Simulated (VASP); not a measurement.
# In2Sb (P6_3/mmc) in VASP: a series of runs

The runs below take In2Sb through single point, with PBEsol.

Everything below comes from runs of VASP 6.6.1. Logs are shortened: lines on timing, memory, paths and dates and some standing lists are left out, and cuts for length are marked.

## (1) The cell of the first run

The structure is hexagonal, space group P6_3/mmc (No. 194). Conventional cell: a = 5.380 Å, b = 5.380 Å, c = 6.723 Å, α = 90.00°, β = 90.00°, γ = 120.00°. In (site symmetry -6m2) has 5 Sb at 3.11 to 3.36 Å and 6 In at 3.53 Å within 4.1 Å. In (site symmetry -3m) has 8 In at 3.36 to 3.53 Å and 6 Sb at 3.53 Å within 4.4 Å. Sb (site symmetry -6m2) has 11 In at 3.11 to 3.53 Å within 4.1 Å.

## (2) Single point, PBEsol

INCAR reads:

```
PREC = Accurate
ENCUT = 520
EDIFF = 1E-6
ISMEAR = 0
SIGMA = 0.5
LREAL = F
LASPH = T
NELM = 80
ALGO = Fast
ISIF = 2
LWAVE = F
LCHARG = F
GGA = PS
NBANDS = 40
```

KPOINTS reads:

```
regular mesh
0
Gamma
  12 12 6
```

POSCAR reads:

```
In2Sb
1.0
    5.3799042018      0.0000000000      0.0000000000
   -2.6899521009      4.6591337087      0.0000000000
    0.0000000000      0.0000000000      6.7225520000
In Sb
4 2
Direct
    0.6666666667      0.3333333333      0.2500000000
    0.3333333333      0.6666666667      0.7500000000
    0.0000000000      0.0000000000      0.5000000000
    0.0000000000      0.0000000000      0.0000000000
    0.6666666667      0.3333333333      0.7500000000
    0.3333333333      0.6666666667      0.2500000000
```

Potentials or basis: VASP PAW PBE potentials, release 64 (In_d, Sb).

The run is started by

```bash
$ cat potpaw_PBE.64/In_d/POTCAR potpaw_PBE.64/Sb/POTCAR > POTCAR
$ mpirun -np 1 vasp_std > vasp.out
```

OUTCAR:

```text
PREC = Accurate
   ENCUT = 520
   EDIFF = 1E-6
   ISMEAR = 0
   LREAL = F
   LASPH = T
   NELM = 80
   ISIF = 2
   GGA = PS

 ion  position               nearest neighbor table
   1  0.667  0.333  0.250-   6 3.11   6 3.11   6 3.11   5 3.36   5 3.36   3 3.53   4 3.53   3 3.53
                             4 3.53   3 3.53   4 3.53
   2  0.333  0.667  0.750-   5 3.11   5 3.11   5 3.11   6 3.36   6 3.36   3 3.53   4 3.53   4 3.53
                             3 3.53   4 3.53   3 3.53
   3  0.000  0.000  0.500-   4 3.36   4 3.36   1 3.53   5 3.53   6 3.53   2 3.53   1 3.53   5 3.53
                             2 3.53   6 3.53   1 3.53   5 3.53   2 3.53   6 3.53
   4  0.000  0.000  0.000-   3 3.36   3 3.36   1 3.53   5 3.53   6 3.53   2 3.53   1 3.53   5 3.53
                             2 3.53   6 3.53   1 3.53   5 3.53   2 3.53   6 3.53
   5  0.667  0.333  0.750-   2 3.11   2 3.11   2 3.11   1 3.36   1 3.36   3 3.53   4 3.53   3 3.53
                             4 3.53   3 3.53   4 3.53
   6  0.333  0.667  0.250-   1 3.11   1 3.11   1 3.11   2 3.36   2 3.36   3 3.53   4 3.53   4 3.53
                             3 3.53   4 3.53   3 3.53

  LATTYP: Found a hexagonal cell.
 ALAT       =     5.3799042018
 C/A-ratio  =     1.2495672317

  Lattice vectors:

 A1 = (   5.3799042018,   0.0000000000,   0.0000000000)
 A2 = (  -2.6899521009,   4.6591337087,   0.0000000000)
 A3 = (   0.0000000000,   0.0000000000,   6.7225520000)

Analysis of symmetry for initial positions (statically):
=====================================================================
 Subroutine PRICEL returns:
 Original cell was already a primitive cell.

 Routine SETGRP: Setting up the symmetry group for a
 hexagonal supercell.

 Subroutine GETGRP returns: Found 24 space group operations
 (whereof 12 operations were pure point group operations)
 out of a pool of 24 trial point group operations.

The static configuration has the point symmetry D_3d.
 The point group associated with its full space group is D_6h.

Analysis of symmetry for dynamics (positions and initial velocities):
=====================================================================
 Subroutine PRICEL returns:
 Original cell was already a primitive cell.

 Routine SETGRP: Setting up the symmetry group for a
 hexagonal supercell.

 Subroutine GETGRP returns: Found 24 space group operations
 (whereof 12 operations were pure point group operations)
 out of a pool of 24 trial point group operations.

The dynamic configuration has the point symmetry D_3d.
 The point group associated with its full space group is D_6h.

 Subroutine INISYM returns: Found 24 space group operations
 (whereof 12 operations are pure point group operations),
 and found     1 'primitive' translations

----------------------------------------------------------------------------------------

                                     Primitive cell

  volume of cell :     168.5054

  direct lattice vectors                    reciprocal lattice vectors
     5.379904202  0.000000000  0.000000000     0.185876916  0.107316087  0.000000000
    -2.689952101  4.659133709  0.000000000     0.000000000  0.214632175  0.000000000
     0.000000000  0.000000000  6.722552000     0.000000000  0.000000000  0.148753033

  length of vectors
     5.379904202  5.379904202  6.722552000     0.214632175  0.214632175  0.148753033

  position of ions in fractional coordinates (direct lattice)
     0.666666667  0.333333333  0.250000000
     0.333333333  0.666666667  0.750000000
     0.000000000  0.000000000  0.500000000
     0.000000000  0.000000000  0.000000000
     0.666666667  0.333333333  0.750000000
     0.333333333  0.666666667  0.250000000

  ion indices of the primitive-cell ions
   primitive index   ion index
                 1           1
                 2           2
                 3           3
                 4           4
                 5           5
                 6           6

----------------------------------------------------------------------------------------

 KPOINTS: regular mesh

Automatic generation of k-mesh.
 Grid dimensions read from file:
 generate k-points for:   12   12    6

 Generating k-lattice:

  Cartesian coordinates                     Fractional coordinates (reciprocal lattice)
     0.015489743  0.008943007  0.000000000     0.083333333  0.000000000  0.000000000
     0.000000000  0.017886015  0.000000000     0.000000000  0.083333333  0.000000000
     0.000000000  0.000000000  0.024792172     0.000000000  0.000000000  0.166666667

  Length of vectors
     0.017886015  0.017886015  0.024792172

  Shift w.r.t. Gamma in fractional coordinates (k-lattice)
     0.000000000  0.000000000  0.000000000

 Subroutine IBZKPT returns following result:
 ===========================================

 Found     76 irreducible k-points:

 Following reciprocal coordinates:
            Coordinates               Weight
  0.000000  0.000000  0.000000      1.000000
  0.083333  0.000000  0.000000      6.000000
  0.166667  0.000000  0.000000      6.000000
  0.250000  0.000000  0.000000      6.000000
  0.333333  0.000000  0.000000      6.000000
  0.416667  0.000000  0.000000      6.000000
[... 16 lines left out ...]
  0.250000  0.000000  0.166667     12.000000
  0.333333  0.000000  0.166667     12.000000
 [... further k-points ...]
   k-points           NKPTS =     76   k-points in BZ     NKDIM =     76   number of bands    NBANDS=     40
   number of dos      NEDOS =    301   number of ions     NIONS =      6
   total plane-waves  NPLWV =  80000
   dimension x,y,z NGX =    40 NGY =   40 NGZ =   50
   dimension x,y,z NGXF=    80 NGYF=   80 NGZF=  100
   ions per type =               4   2
   NGX,Y,Z   is equivalent  to a cutoff of  12.36, 12.36, 12.36 a.u.
   NGXF,Y,Z  is equivalent  to a cutoff of  24.72, 24.72, 24.73 a.u.
 SYSTEM =  unknown system
   PREC   = accura    normal or accurate (medium, high low for compatibility)
   ISTART =      0    job   : 0-new  1-cont  2-samecut
   ICHARG =      2    charge: 1-file 2-atom 10-const
   ISPIN  =      1    spin polarized calculation?
   LNONCOLLINEAR =      F non collinear calculations
   LSORBIT =      F    spin-orbit coupling
   LASPH  =      T    aspherical Exc in radial PAW
   ENCUT  =  520.0 eV  38.22 Ry    6.18 a.u.  10.00 10.00 12.50*2*pi/ulx,y,z
   NELM   =     80;   NELMIN=  2; NELMDL= -5     # of ELM steps
   EDIFF  = 0.1E-05   stopping-criterion for ELM
   LREAL  =      F    real-space projection
   EDIFFG = 0.1E-04   stopping-criterion for IOM
   NSW    =      0    number of steps for IOM
   IBRION =     -1    ionic relax: 0-MD 1-quasi-New 2-CG
   NFREE  =      0    steps in history (QN), initial steepest desc. (CG)
   ISIF   =      2    stress and relaxation
   ISYM   =      2    0-nonsym 1-usesym 2-fastsym
   POTIM  = 0.5000    time-step for ionic-motion
   TEBEG  =    0.0;   TEEND  =   0.0 temperature during run
   PSTRESS=    0.0 pullay stress
   NELECT =      62.0000    total number of electrons
   NUPDOWN=      -1.0000    fix difference up-down
   EMIN   =  10.00;   EMAX   =-10.00  energy-range for DOS
   EFERMI =   0.00;   METHOD = LEGACY
   ISMEAR =     0;   SIGMA  =   0.50  broadening in eV -4-tet -1-fermi 0-gaus
   EFERMI_NEDOS =   21; number of points for ismear=-14 and -15
   IALGO  =     68    algorithm
   IMIX   =      4    mixing-type and parameters
     AMIX     =   0.40;   BMIX     =  1.00
     AMIX_MAG =   1.60;   BMIX_MAG =  1.00
  volume/ion in A,a.u.               =      28.08       189.52
  Fermi-wavevector in a.u.,A,eV,Ry     =   1.173097  2.216833 18.723762  1.376158
  Thomas-Fermi vector in A             =   2.309516
   LORBIT       =      0    0 simple, 1 ext, 2 COOP (PROOUT), +10 PAW based schemes
   GGA     = PS    functional components
   LHFCALC =     F    Hartree Fock is set to
   AEXX    =    0.0000 exact exchange contribution
   IVDW    =     0    specifies the selected vdW correction
   LEPSILON=     F    determine dielectric tensor
   LRPA    =     F    only Hartree local field effects (RPA)
 non-spin polarized calculation
 RMM-DIIS sequential band-by-band and
 Gauss-broadening in eV      SIGMA  =   0.50
  energy-cutoff  :      520.00
  volume of cell :      168.51
 maximum number of plane-waves:      4578
   NGX = 21   NGY = 21   NGZ = 25

 number of electron      62.0000005 magnetization

 Free energy of the ion-electron system (eV)
  ---------------------------------------------------
  ext. energy  EPLUGINS =         0.00000000
  ---------------------------------------------------
  free energy    TOTEN  =       -21.15914720 eV

  energy without entropy =      -20.82073605  energy(sigma->0) =      -20.98994163

 E-fermi :   6.9249     XC(G=0): -10.0780

 val. band max:        6.8572700563   @ k =   0.1667   0.0833   0.1667
 cond. band min:       6.9269224411   @ k =   0.3333   0.0000   0.0000
 fundamental gap:      0.0696523847
 Fermi energy:         6.9248881371

 k-point     1 :       0.0000    0.0000    0.0000
  band No.  band energies     occupation
      1      -7.6399      2.00000
      2      -7.6344      2.00000
      3      -7.6344      2.00000
      4      -7.5904      2.00000
      5      -7.5904      2.00000
      6      -7.5400      2.00000
[... 32 lines left out ...]
     39       9.3638      0.00000
     40      10.4643      0.00000

 k-point     2 :       0.0833    0.0000    0.0000
  band No.  band energies     occupation
      1      -7.6392      2.00000
      2      -7.6354      2.00000
      3      -7.6320      2.00000
      4      -7.5882      2.00000
      5      -7.5860      2.00000
      6      -7.5362      2.00000
[... 935 lines left out ...]
     39      10.5936      0.00000
     40      11.8583      0.00000

 k-point    24 :       0.3333    0.0000    0.1667
  band No.  band energies     occupation
      1      -7.6260      2.00000
      2      -7.6069      2.00000
      3      -7.6060      2.00000
      4      -7.5655      2.00000
      5      -7.5642      2.00000
      6      -7.5301      2.00000
[... 32 lines left out ...]
     39      11.3844      0.00000
     40      11.6011      0.00000

 [... further k-points ...]

------------------------ aborting loop because EDIFF is reached ----------------------------------------

  FORCE on cell =-STRESS in cart. coord.  units (eV):
  Direction    XX          YY          ZZ          XY          YZ          ZX
  --------------------------------------------------------------------------------------
  -------------------------------------------------------------------------------------
  Total       -2.1198823     -2.1198823     -3.4284607      0.0000000      0.0000000     -0.0000000
  in kB      -20.1561900    -20.1561900    -32.5983693      0.0000000      0.0000000     -0.0000000
  external PRESSURE =     -24.3035831 kB  Pullay stress =       0.0000000 kB

 VOLUME and BASIS-vectors are now :
 -----------------------------------------------------------------------------
  energy-cutoff  :      520.00
  volume of cell :      168.51
      direct lattice vectors                 reciprocal lattice vectors
     5.379904202  0.000000000  0.000000000     0.185876916  0.107316087  0.000000000
    -2.689952101  4.659133709  0.000000000     0.000000000  0.214632175  0.000000000
     0.000000000  0.000000000  6.722552000     0.000000000  0.000000000  0.148753033

 POSITION                                       TOTAL-FORCE (eV/Angst)
 -----------------------------------------------------------------------------------
      2.68995      1.55304      1.68064         0.000000     -0.000000      0.000000
     -0.00000      3.10609      5.04191        -0.000000      0.000000      0.000000
      0.00000      0.00000      3.36128         0.000000      0.000000      0.000000
      0.00000      0.00000      0.00000         0.000000      0.000000      0.000000
      2.68995      1.55304      5.04191        -0.000000      0.000000      0.000000
     -0.00000      3.10609      1.68064        -0.000000     -0.000000      0.000000
 -----------------------------------------------------------------------------------
    total drift:                               -0.000000     -0.000000     -0.000000

  FREE ENERGIE OF THE ION-ELECTRON SYSTEM (eV)
  ---------------------------------------------------
  free  energy   TOTEN  =       -21.1591472020 eV

  energy  without entropy=      -20.8207360544  energy(sigma->0) =      -20.98994163
```

It took 4.9 min on 1 thread of Intel Xeon 6975P-C (Granite Rapids), shared host; peak memory 0.54 GiB.

Results:

- Free energy: -21.1591 eV
- Pressure: -2.4 GPa
- Band gap on the k mesh: zero (bands 31 and 32 overlap by 2.07 eV)

Caveat: so wide a smearing shifts energies and pressures; the PAW data sets were made with another functional, which shifts forces and pressure a little; spin-orbit coupling is left out, which moves the levels of the heavy elements.

## (3) Single point, PBEsol

INCAR reads:

```
ALGO     = Fast           # electronic algorithm
EDIFF    = 1E-7           # SCF threshold, eV
ENCUT    = 520            # plane-wave cutoff, eV
GGA      = PS             # functional
ISIF     = 2              # what is computed and relaxed
ISMEAR   = -1             # smearing method
LASPH    = T              # aspherical terms in the spheres
LCHARG   = F              # write CHGCAR
LREAL    = F              # projectors in reciprocal space
LWAVE    = F              # write WAVECAR
NBANDS   = 40             # bands
NELM     = 100            # most SCF steps
PREC     = Accurate       # precision mode
SIGMA    = 0.1            # smearing width, eV
```

KPOINTS reads:

```
k-points
0
Gamma
  12 12 6
```

POSCAR is that of step 2.

Potentials or basis: VASP PAW PBE potentials, release 64 (In_d, Sb).

The run is started by

```bash
$ cat potpaw_PBE.64/In_d/POTCAR potpaw_PBE.64/Sb/POTCAR > POTCAR
$ mpirun -np 1 vasp_std > vasp.out
```

Wall time 5.5 min (1 thread of Intel Xeon 6975P-C (Granite Rapids), shared host); peak memory 0.55 GiB.

It converged, with:

```yaml
Free_energy: -21.0298 eV
Pressure: -2.5 GPa
Band_gap_on_the_k_mesh: zero (bands 31 and 32 overlap by 2.07 eV)
```

Stress tensor (GPa, compression positive):
```
-2.12  0.00  0.00
 0.00 -2.12  0.00
 0.00  0.00 -3.41
```

Levels at points of the mesh, in eV from the Fermi level:
```csv
k point,band 28,band 29,band 30,band 31,band 32,band 33,band 34,band 35
"(0.00, 0.00, 0.00)",-1.75,-1.75,-1.52,-0.49,-0.29,-0.29,0.12,0.62
"(0.50, 0.00, 0.00)",-3.56,-1.63,-1.59,-1.13,1.33,1.64,2.34,3.44
"(0.00, 0.00, 0.50)",-1.86,-1.86,-1.86,-1.02,-1.02,-0.22,-0.22,-0.22
"(0.50, 0.00, 0.50)",-3.08,-0.62,-0.62,0.50,0.50,2.41,2.41,2.99
```

Caveat: the PAW data sets were made with another functional, which shifts forces and pressure a little; spin-orbit coupling is left out, which moves the levels of the heavy elements.

[end of part 1 of 2]

The gap in the log of VASP goes by the Fermi energy; the results here count the filled bands.